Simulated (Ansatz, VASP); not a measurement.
One calculation of Nb3CdB, two programs

```
Nb Cd B
1.0
     4.06539    0.00000    0.00000
     0.00000    4.23160    0.00000
     0.00000    0.00000    4.75522
Nb Cd B
3 1 1
Direct
  0.00000 0.00000 0.00000
  0.00000 0.50000 0.26775
  0.00000 0.50000 0.73225
  0.00000 0.00000 0.50000
  0.50000 0.50000 0.00000
```

Alike in both runs: task single point; functional PBE; k mesh 4 × 4 × 4; occupations gaussian, width 0.1 eV; no spin polarisation.

|  | VASP | Ansatz |
| --- | --- | --- |
| version | VASP 6.6.1 | Ansatz 0.2.0 |
| potentials or method | VASP PAW PBE potentials, release 64 (Nb_sv, Cd, B), cutoff 520 eV | scalar-relativistic, plane waves, PAW |
| valence electrons in the cell | 54 | 62 |

```csv
,VASP,Ansatz,Ansatz less VASP
gap on the k mesh at the Fermi level (eV),none,none,-
rms of the force components (eV/Å),1.748,1.691,-0.0575
```

Atom by atom the forces differ by 0.058 eV/Å (rms over components). A gap of «none» marks a metal or a gap that the smearing closes. VASP's potentials hold 54 valence electrons a cell and Ansatz's 62, so a difference there can come from the potentials and not from the codes.

The k mesh is coarse, so the values compare programs but aren't converged.
